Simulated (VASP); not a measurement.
Mg2BeS3, 6 atoms in the cell. The structure is trigonal, space group R-3m (No. 166). Conventional cell: a = 6.489 Å, b = 6.489 Å, c = 9.005 Å, α = 90.00°, β = 90.00°, γ = 120.00°. Within 3.2 Å of Mg (site symmetry 3m) lie 3 S at 2.39 Å and 1 Be at 2.99 Å and 1 Mg at 3.03 Å. Within 3.2 Å of Be (site symmetry -3m) lie 6 S at 2.40 Å and 2 Mg at 2.99 Å. Within 3.2 Å of S (site symmetry 2/m) lie 2 Mg at 2.39 Å and 2 Be at 2.40 Å. 

- Program: VASP 6.6.1
- Task: single point
- Functional: PBEsol
- Potentials or basis: VASP PAW PBE potentials, release 64 (Mg, Be, S)
- Cutoff: 520 eV
- k mesh: 4 × 4 × 4
- Occupations: fermi-dirac, width 0.03 eV
- Spin: no spin polarisation
- Dipole correction: no
- Further INCAR settings: ALGO = Normal; EDIFF = 1e-06; NBANDS = 21

Potentials or basis: VASP PAW PBE potentials, release 64 (Mg, Be, S).

The run is started by

```sh
$ cat potpaw_PBE.64/Mg/POTCAR potpaw_PBE.64/Be/POTCAR potpaw_PBE.64/S/POTCAR > POTCAR
$ mpirun -np 1 vasp_std > vasp.out
```

Hardware: 1 thread of Intel(R) Xeon(R) 6975P-C (Granite Rapids) (shared host).

**Question.** How long does it take, and how much memory?

**Answer.** It took 15 s on 1 thread of Intel(R) Xeon(R) 6975P-C (Granite Rapids), on a shared host, peak memory 0.21 GiB. Counts: scf iterations 14, k points 13.
